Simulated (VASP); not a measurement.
# Ti3W2 (R-3m) in VASP: notebook

The runs below take Ti3W2 through single point, with PBE.

Program: VASP 6.6.1. These are calculated values, not measurements. Logs are shortened: lines on timing, memory, paths and dates and some standing lists are left out, and cuts for length are marked.

## (1) The cell of the first run

It takes space group R-3m (No. 166, trigonal). The conventional cell has a = 4.555 Å, b = 4.555 Å, c = 13.650 Å, α = 90.00°, β = 90.00°, γ = 120.00°. Within 3.6 Å of Ti (site symmetry 3m) lie 7 W at 2.71 to 3.21 Å and 7 Ti at 2.77 to 3.15 Å. Within 3.6 Å of Ti (site symmetry -3m) lie 8 W at 2.70 to 3.21 Å and 6 Ti at 2.77 Å. W (site symmetry 3m) has 11 Ti at 2.70 to 3.21 Å and 3 W at 2.77 Å within 3.6 Å.

## (2) Single point, PBE

Input file INCAR:

```
  PREC = Accurate
  ENCUT = 520
  EDIFF = 1E-7
  ISMEAR = 0
  SIGMA = 0.1
  LREAL = False
  LASPH = True
  NELM = 100
  ALGO = Fast
  ISIF = 2
  LWAVE = False
  LCHARG = False
  GGA = PE
  NBANDS = 40
```

Input file KPOINTS:

```
regular mesh
0
Gamma
  6 6 6
```

Input file POSCAR:

```
Ti3W2
1.0
    2.2776542075      1.3150042698      4.5500776404
   -2.2776542075      1.3150042698      4.5500776404
    0.0000000000     -2.6300085397      4.5500776404
Ti W
3 2
Direct
    0.6033459277      0.6033459277      0.6033459277
    0.3966540723      0.3966540723      0.3966540723
    0.0000000000      0.0000000000      0.0000000000
    0.1981423326      0.1981423326      0.1981423326
    0.8018576674      0.8018576674      0.8018576674
```

Potentials or basis: VASP PAW PBE potentials, release 64 (Ti_sv, W_sv).

Command:

```sh
cat potpaw_PBE.64/Ti_sv/POTCAR potpaw_PBE.64/W_sv/POTCAR > POTCAR
mpirun -np 1 vasp_std > vasp.out
```

OUTCAR:

```text
PREC = Accurate
   ENCUT = 520
   EDIFF = 1E-7
   ISMEAR = 0
   LREAL = False
   LASPH = True
   NELM = 100
   ISIF = 2
   GGA = PE

 ion  position               nearest neighbor table
   1  0.603  0.603  0.603-   5 2.71   3 2.77   3 2.77   3 2.77   4 2.81   4 2.81   4 2.81   2 2.82

   2  0.397  0.397  0.397-   4 2.71   3 2.77   3 2.77   3 2.77   5 2.81   5 2.81   5 2.81   1 2.82

   3  0.000  0.000  0.000-   4 2.70   5 2.70   1 2.77   1 2.77   2 2.77   2 2.77   1 2.77   2 2.77

   4  0.198  0.198  0.198-   3 2.70   2 2.71   5 2.77   5 2.77   5 2.77   1 2.81   1 2.81   1 2.81

   5  0.802  0.802  0.802-   3 2.70   1 2.71   4 2.77   4 2.77   4 2.77   2 2.81   2 2.81   2 2.81

  LATTYP: Found a trigonal (rhomboedric) cell.
 ALAT       =     5.2554877464
 COS(alpha) =     0.6243533495

  Lattice vectors:

 A1 = (   2.2776542075,   1.3150042698,   4.5500776404)
 A2 = (  -2.2776542075,   1.3150042698,   4.5500776404)
 A3 = (   0.0000000000,  -2.6300085397,   4.5500776404)

Analysis of symmetry for initial positions (statically):
=====================================================================
 Subroutine PRICEL returns:
 Original cell was already a primitive cell.

 Routine SETGRP: Setting up the symmetry group for a
 trigonal (rhombohedral) supercell.

 Subroutine GETGRP returns: Found 12 space group operations
 (whereof 12 operations were pure point group operations)
 out of a pool of 12 trial point group operations.

The static configuration has the point symmetry D_3d.

Analysis of symmetry for dynamics (positions and initial velocities):
=====================================================================
 Subroutine PRICEL returns:
 Original cell was already a primitive cell.

 Routine SETGRP: Setting up the symmetry group for a
 trigonal (rhombohedral) supercell.

 Subroutine GETGRP returns: Found 12 space group operations
 (whereof 12 operations were pure point group operations)
 out of a pool of 12 trial point group operations.

The dynamic configuration has the point symmetry D_3d.

 Subroutine INISYM returns: Found 12 space group operations
 (whereof 12 operations are pure point group operations),
 and found     1 'primitive' translations

----------------------------------------------------------------------------------------

                                     Primitive cell

  volume of cell :      81.7683

  direct lattice vectors                    reciprocal lattice vectors
     2.277654207  1.315004270  4.550077640     0.219524104  0.126742301  0.073258823
    -2.277654207  1.315004270  4.550077640    -0.219524104  0.126742301  0.073258823
     0.000000000 -2.630008540  4.550077640     0.000000000 -0.253484602  0.073258823

  length of vectors
     5.255487746  5.255487746  5.255487746     0.263858482  0.263858482  0.263858482

  position of ions in fractional coordinates (direct lattice)
     0.603345928  0.603345928  0.603345928
     0.396654072  0.396654072  0.396654072
     0.000000000  0.000000000  0.000000000
     0.198142333  0.198142333  0.198142333
     0.801857667  0.801857667  0.801857667

  ion indices of the primitive-cell ions
   primitive index   ion index
                 1           1
                 2           2
                 3           3
                 4           4
                 5           5

----------------------------------------------------------------------------------------

 KPOINTS: regular mesh

Automatic generation of k-mesh.
 Grid dimensions read from file:
 generate k-points for:    6    6    6

 Generating k-lattice:

  Cartesian coordinates                     Fractional coordinates (reciprocal lattice)
     0.036587351  0.021123717  0.012209804     0.166666667  0.000000000 -0.000000000
    -0.036587351  0.021123717  0.012209804     0.000000000  0.166666667 -0.000000000
     0.000000000 -0.042247434  0.012209804    -0.000000000 -0.000000000  0.166666667

  Length of vectors
     0.043976414  0.043976414  0.043976414

  Shift w.r.t. Gamma in fractional coordinates (k-lattice)
     0.000000000  0.000000000  0.000000000

 Subroutine IBZKPT returns following result:
 ===========================================

 Found     32 irreducible k-points:

 Following reciprocal coordinates:
            Coordinates               Weight
  0.000000  0.000000  0.000000      1.000000
  0.166667  0.000000  0.000000      6.000000
  0.333333  0.000000 -0.000000      6.000000
  0.500000  0.000000 -0.000000      3.000000
  0.166667  0.166667  0.000000      6.000000
  0.333333  0.166667 -0.000000     12.000000
[... 16 lines left out ...]
  0.500000  0.500000  0.166667      6.000000
 -0.333333  0.500000  0.166667     12.000000
 [... further k-points ...]
   k-points           NKPTS =     32   k-points in BZ     NKDIM =     32   number of bands    NBANDS=     40
   number of dos      NEDOS =    301   number of ions     NIONS =      5
   total plane-waves  NPLWV =  64000
   dimension x,y,z NGX =    40 NGY =   40 NGZ =   40
   dimension x,y,z NGXF=    80 NGYF=   80 NGZF=   80
   ions per type =               3   2
   NGX,Y,Z   is equivalent  to a cutoff of  12.65, 12.65, 12.65 a.u.
   NGXF,Y,Z  is equivalent  to a cutoff of  25.31, 25.31, 25.31 a.u.
 SYSTEM =  unknown system
   PREC   = accura    normal or accurate (medium, high low for compatibility)
   ISTART =      0    job   : 0-new  1-cont  2-samecut
   ICHARG =      2    charge: 1-file 2-atom 10-const
   ISPIN  =      1    spin polarized calculation?
   LNONCOLLINEAR =      F non collinear calculations
   LSORBIT =      F    spin-orbit coupling
   LASPH  =      T    aspherical Exc in radial PAW
   ENCUT  =  520.0 eV  38.22 Ry    6.18 a.u.   9.77  9.77  9.77*2*pi/ulx,y,z
   NELM   =    100;   NELMIN=  2; NELMDL= -5     # of ELM steps
   EDIFF  = 0.1E-06   stopping-criterion for ELM
   LREAL  =      F    real-space projection
   EDIFFG = 0.1E-05   stopping-criterion for IOM
   NSW    =      0    number of steps for IOM
   IBRION =     -1    ionic relax: 0-MD 1-quasi-New 2-CG
   NFREE  =      0    steps in history (QN), initial steepest desc. (CG)
   ISIF   =      2    stress and relaxation
   ISYM   =      2    0-nonsym 1-usesym 2-fastsym
   POTIM  = 0.5000    time-step for ionic-motion
   TEBEG  =    0.0;   TEEND  =   0.0 temperature during run
   PSTRESS=    0.0 pullay stress
   NELECT =      64.0000    total number of electrons
   NUPDOWN=      -1.0000    fix difference up-down
   EMIN   =  10.00;   EMAX   =-10.00  energy-range for DOS
   EFERMI =   0.00;   METHOD = LEGACY
   ISMEAR =     0;   SIGMA  =   0.10  broadening in eV -4-tet -1-fermi 0-gaus
   EFERMI_NEDOS =   21; number of points for ismear=-14 and -15
   IALGO  =     68    algorithm
   IMIX   =      4    mixing-type and parameters
     AMIX     =   0.40;   BMIX     =  1.00
     AMIX_MAG =   1.60;   BMIX_MAG =  1.00
  volume/ion in A,a.u.               =      16.35       110.36
  Fermi-wavevector in a.u.,A,eV,Ry     =   1.508712  2.851053 30.969763  2.276213
  Thomas-Fermi vector in A             =   2.619130
   LORBIT       =      0    0 simple, 1 ext, 2 COOP (PROOUT), +10 PAW based schemes
   GGA     = PE    functional components
   LHFCALC =     F    Hartree Fock is set to
   AEXX    =    0.0000 exact exchange contribution
   IVDW    =     0    specifies the selected vdW correction
   LEPSILON=     F    determine dielectric tensor
   LRPA    =     F    only Hartree local field effects (RPA)
 non-spin polarized calculation
 RMM-DIIS sequential band-by-band and
 Gauss-broadening in eV      SIGMA  =   0.10
  energy-cutoff  :      520.00
  volume of cell :       81.77
 maximum number of plane-waves:      2234
   NGX = 19   NGY = 19   NGZ = 19

 number of electron      64.0000004 magnetization

 Free energy of the ion-electron system (eV)
  ---------------------------------------------------
  ext. energy  EPLUGINS =         0.00000000
  ---------------------------------------------------
  free energy    TOTEN  =       -49.46494789 eV

  energy without entropy =      -49.42653756  energy(sigma->0) =      -49.44574272

 E-fermi :   9.2571     XC(G=0): -12.4674

 val. band max:        9.2374819195   @ k =   0.3333   0.1667  -0.0000
 cond. band min:       9.2747217711   @ k =  -0.3333  -0.3333   0.1667
 fundamental gap:      0.0372398516
 Fermi energy:         9.2571109221

 k-point     1 :       0.0000    0.0000    0.0000
  band No.  band energies     occupation
      1     -63.9631      2.00000
      2     -63.8852      2.00000
      3     -47.1700      2.00000
      4     -47.0401      2.00000
      5     -47.0204      2.00000
      6     -28.3941      2.00000
[... 32 lines left out ...]
     39      12.5400      0.00000
     40      12.5703      0.00000

 k-point     2 :       0.1667    0.0000    0.0000
  band No.  band energies     occupation
      1     -63.9585      2.00000
      2     -63.8898      2.00000
      3     -47.1603      2.00000
      4     -47.0436      2.00000
      5     -47.0269      2.00000
      6     -28.4066      2.00000
[... 32 lines left out ...]
     39      11.9693      0.00000
     40      12.2801      0.00000

 k-point     3 :       0.3333    0.0000   -0.0000
  band No.  band energies     occupation
      1     -63.9466      2.00000
      2     -63.9017      2.00000
      3     -47.1344      2.00000
      4     -47.0614      2.00000
      5     -47.0356      2.00000
      6     -28.4299      2.00000
[... 32 lines left out ...]
     39      11.3168      0.00000
     40      12.1862      0.00000

 k-point     4 :       0.5000    0.0000   -0.0000
  band No.  band energies     occupation
      1     -63.9371      2.00000
      2     -63.9112      2.00000
      3     -47.1086      2.00000
      4     -47.0853      2.00000
      5     -47.0378      2.00000
      6     -28.4409      2.00000
[... 32 lines left out ...]
     39      11.9325      0.00000
     40      12.0939      0.00000
[... 772 lines left out ...]
     39      11.8789      0.00000
     40      11.9645      0.00000

 k-point    23 :       0.5000    0.5000    0.1667
  band No.  band energies     occupation
      1     -63.9466      2.00000
      2     -63.9017      2.00000
      3     -47.1290      2.00000
      4     -47.0691      2.00000
      5     -47.0338      2.00000
      6     -28.4336      2.00000
[... 32 lines left out ...]
     39      12.0783      0.00000
     40      12.3221      0.00000

 k-point    24 :      -0.3333    0.5000    0.1667
  band No.  band energies     occupation
      1     -63.9371      2.00000
      2     -63.9112      2.00000
      3     -47.1117      2.00000
      4     -47.0741      2.00000
      5     -47.0463      2.00000
      6     -28.4503      2.00000
[... 32 lines left out ...]
     39      12.0914      0.00000
     40      12.2377      0.00000

 [... further k-points ...]

------------------------ aborting loop because EDIFF is reached ----------------------------------------

  FORCE on cell =-STRESS in cart. coord.  units (eV):
  Direction    XX          YY          ZZ          XY          YZ          ZX
  --------------------------------------------------------------------------------------
  -------------------------------------------------------------------------------------
  Total       -0.0300099     -0.0300099     -0.0490292      0.0000000      0.0000000      0.0000000
  in kB       -0.5880175     -0.5880175     -0.9606832      0.0000000      0.0000000      0.0000000
  external PRESSURE =      -0.7122394 kB  Pullay stress =       0.0000000 kB

 VOLUME and BASIS-vectors are now :
 -----------------------------------------------------------------------------
  energy-cutoff  :      520.00
  volume of cell :       81.77
      direct lattice vectors                 reciprocal lattice vectors
     2.277654207  1.315004270  4.550077640     0.219524104  0.126742301  0.073258823
    -2.277654207  1.315004270  4.550077640    -0.219524104  0.126742301  0.073258823
     0.000000000 -2.630008540  4.550077640     0.000000000 -0.253484602  0.073258823

 POSITION                                       TOTAL-FORCE (eV/Angst)
 -----------------------------------------------------------------------------------
      0.00000     -0.00000      8.23581         0.000000      0.000000     -0.036099
      0.00000     -0.00000      5.41442         0.000000     -0.000000      0.036099
      0.00000      0.00000      0.00000         0.000000     -0.000000     -0.000000
      0.00000     -0.00000      2.70469         0.000000      0.000000     -0.014758
      0.00000     -0.00000     10.94554         0.000000     -0.000000      0.014758
 -----------------------------------------------------------------------------------
    total drift:                                0.000000     -0.000000      0.000000

  FREE ENERGIE OF THE ION-ELECTRON SYSTEM (eV)
  ---------------------------------------------------
  free  energy   TOTEN  =       -49.4649478893 eV

  energy  without entropy=      -49.4265375587  energy(sigma->0) =      -49.44574272
```

Run time: 6.6 min. Hardware: 1 thread of AMD EPYC 9R45 (Zen 5), shared host; peak memory 0.26 GiB.

Results:

```yaml
Free_energy: -49.4649 eV
Pressure: -0.1 GPa
Largest_force: 0.036 eV/Å
Band_gap_on_the_k_mesh: zero (band 32 reaches 9.65 eV, above the bottom of band 33 at 9.11 eV)
```

Forces on the atoms (eV/Å):
```
Ti   0.000  0.000 -0.036
Ti   0.000  0.000  0.036
Ti   0.000  0.000  0.000
W    0.000  0.000 -0.015
W    0.000  0.000  0.015
```

Levels at points of the mesh, in eV from the Fermi level:
| k point | band 28 | band 29 | band 30 | band 31 | band 32 | band 33 | band 34 | band 35 | band 36 | band 37 |
| --- | --- | --- | --- | --- | --- | --- | --- | --- | --- | --- |
| (0.00, 0.00, 0.00) | -1.48 | -1.29 | -1.29 | -1.05 | -0.43 | 0.22 | 0.74 | 0.79 | 0.79 | 2.90 |
| (0.50, 0.00, 0.00) | -1.37 | -0.85 | -0.49 | -0.36 | -0.18 | -0.11 | 0.29 | 1.50 | 1.58 | 1.76 |
| (0.50, 0.50, 0.00) | -1.41 | -1.29 | -1.17 | -0.41 | -0.27 | 0.59 | 0.92 | 1.28 | 1.82 | 1.82 |
| (0.50, 0.50, 0.50) | -1.35 | -1.16 | -1.16 | -0.46 | -0.46 | 0.17 | 0.17 | 2.68 | 2.70 | 2.70 |

Caveat: spin-orbit coupling is left out, which moves the levels of the heavy elements.

## (3) Single point, PBE

This run uses another cell than the first one, of 15.49 Å³/atom, 0.947 times its volume.

Input file INCAR:

```
PREC = Accurate
ENCUT = 520
EDIFF = 1E-7
ISMEAR = 0
SIGMA = 0.1
LREAL = False
LASPH = True
NELM = 80
ALGO = Normal
ISIF = 2
LWAVE = False
LCHARG = False
GGA = PE
NBANDS = 40
```

Input file KPOINTS:

```
Automatic mesh
0
Gamma
  6 6 6
```

Input file POSCAR:

```
Ti3W2
1.0
    2.2208422300      1.2822038600      4.5332752200
   -2.2208422300      1.2822038600      4.5332752200
    0.0000000000     -2.5644077200      4.5332752200
Ti W
3 2
Direct
    0.6000000000      0.6000000000      0.6000000000
    0.4000000000      0.4000000000      0.4000000000
    0.0000000000      0.0000000000      0.0000000000
    0.2000000000      0.2000000000      0.2000000000
    0.8000000000      0.8000000000      0.8000000000
```

Potentials or basis: VASP PAW PBE potentials, release 64 (Ti_sv, W_sv).

Command:

```sh
cat potpaw_PBE.64/Ti_sv/POTCAR potpaw_PBE.64/W_sv/POTCAR > POTCAR
mpirun -np 1 vasp_std > vasp.out
```

Wall time 2 min (1 thread of AMD EPYC 9R45 (Zen 5), shared host); peak memory 0.25 GiB.

It converged, with:

```yaml
Free_energy: -49.2929 eV
Pressure: 10.3 GPa
Largest_force: 0.402 eV/Å
Band_gap_on_the_k_mesh: zero (band 32 reaches 10.45 eV, above the bottom of band 33 at 9.79 eV)
```

Forces in eV/Å, atoms in the order of the input:
```
Ti   0.000  0.000  0.402
Ti   0.000  0.000 -0.402
Ti   0.000  0.000  0.000
W    0.000  0.000 -0.322
W    0.000  0.000  0.322
```

Stress tensor (GPa, compression positive):
```
11.29  0.00  0.00
 0.00 11.29  0.00
 0.00  0.00  8.40
```

Levels at points of the mesh, in eV from the Fermi level:
| k point | band 30 | band 31 | band 32 | band 33 | band 34 | band 35 |
| --- | --- | --- | --- | --- | --- | --- |
| (0.00, 0.00, 0.00) | -1.25 | -1.25 | -0.33 | 0.28 | 0.71 | 0.71 |
| (0.50, 0.00, 0.00) | -0.56 | -0.30 | -0.24 | 0.00 | 0.32 | 1.49 |
| (0.50, 0.50, 0.00) | -1.32 | -0.49 | -0.35 | 0.66 | 0.78 | 1.58 |
| (0.50, 0.50, 0.50) | -1.14 | -0.41 | -0.41 | 0.03 | 0.03 | 2.94 |

Caveat: spin-orbit coupling is left out, which moves the levels of the heavy elements.

## (4) Single point, PBE

This run uses another cell than the first one: it holds 10 atoms, not 5.

Input file INCAR:

```
SYSTEM = Ti3W2
ALGO = Normal
EDIFF = 1E-6
ENCUT = 500
GGA = PE
GGA_COMPAT = .FALSE.
ISIF = 2
ISMEAR = 0
LASPH = .TRUE.
LCHARG = .FALSE.
LREAL = .FALSE.
LWAVE = .FALSE.
NBANDS = 75
NELM = 120
PREC = Accurate
SIGMA = 0.2
```

Input file KPOINTS:

```
k-points
0
G
  6 6 4
  0 0 0
```

Input file POSCAR:

```
Ti3W2
1.0
    4.5452064537      0.0000000000      0.0000000000
   -2.2726032269     -1.3120880848     -4.5638584371
    0.0000000000      7.8725285087      0.0000000000
Ti W
6 4
Direct
    0.0954403833      0.1908807666      0.6984801278
    0.5954403833      0.1908807666      0.1984801278
    0.4045596167      0.8091192334      0.8015198722
    0.9045596167      0.8091192334      0.3015198722
    0.5000000000      0.0000000000      0.5000000000
    0.0000000000      0.0000000000      0.0000000000
    0.7026121064      0.4052242129      0.9008707021
    0.2026121064      0.4052242129      0.4008707021
    0.7973878936      0.5947757871      0.5991292979
    0.2973878936      0.5947757871      0.0991292979
```

Command:

```sh
cat potpaw_PBE.64/Ti_sv/POTCAR potpaw_PBE.64/W_sv/POTCAR > POTCAR
mpirun -np 1 vasp_std > vasp.out
```

It took 7.1 min on 1 thread of AMD EPYC 9R45 (Zen 5), shared host; peak memory 0.51 GiB.

It converged, with:

```yaml
Free_energy: -99.0484 eV
Pressure: 0.1 GPa
Largest_force: 0.054 eV/Å
Band_gap_on_the_k_mesh: zero (band 64 reaches 9.59 eV, above the bottom of band 65 at 9.13 eV)
```

Forces in eV/Å, atoms in the order of the input:
```
Ti   0.000  0.007 -0.041
Ti   0.000  0.007 -0.041
Ti   0.000 -0.007  0.041
Ti   0.000 -0.007  0.041
Ti   0.000  0.000  0.000
Ti   0.000  0.000  0.000
W    0.000  0.001 -0.054
W    0.000  0.001 -0.054
W    0.000 -0.001  0.054
W    0.000 -0.001  0.054
```

Stress tensor (GPa, compression positive):
```
 0.12  0.00  0.00
 0.00  0.01 -0.03
 0.00 -0.03  0.27
```

Levels at points of the mesh, in eV from the Fermi level:
```
           k point  band 62  band 63  band 64  band 65  band 66  band 67
(0.00, 0.00, 0.00)    -0.43    -0.34    -0.17    -0.09     0.24     0.31
(0.50, 0.00, 0.00)    -0.35    -0.08    -0.08     0.08     0.08     0.15
(0.00, 0.50, 0.00)    -0.45    -0.42    -0.28     0.15     0.15     0.58
(0.00, 0.00, 0.50)    -0.16     0.31     0.31     0.34     0.34     0.55
(0.50, 0.00, 0.50)    -0.35    -0.27    -0.17    -0.09     0.31     0.58
(0.00, 0.50, 0.50)    -0.25    -0.05    -0.05     0.23     0.23     0.24
```

Caveat: spin-orbit coupling is left out, which moves the levels of the heavy elements.

## (5) The runs side by side

| cell | k mesh | cutoff (eV) | smearing | gap on the mesh (eV) | pressure (GPa) | largest force (eV/Å) |
| --- | --- | --- | --- | --- | --- | --- |
| a = 5.255 Å, angles 51.4°, 5 atoms | 6 × 6 × 6 | 520 | gaussian 0.1 eV | none | -0.1 | 0.04 |
| a = 5.208 Å, angles 50.5°, 5 atoms | 6 × 6 × 6 | 520 | gaussian 0.1 eV | none | 10.3 | 0.40 |
| a = 4.545, b = 5.265, c = 7.873 Å, angles 104.4, 90.0, 115.6°, 10 atoms | 6 × 6 × 4 | 500 | gaussian 0.2 eV | none | 0.1 | 0.05 |

Alike in all rows: task single point; level PBE; potentials or basis VASP PAW PBE potentials, release 64 (Ti_sv, W_sv); no spin polarisation.

Caveats: spin-orbit coupling is left out, which moves the levels of the heavy elements.

Absolute energies hang on the potentials; compare differences alone.
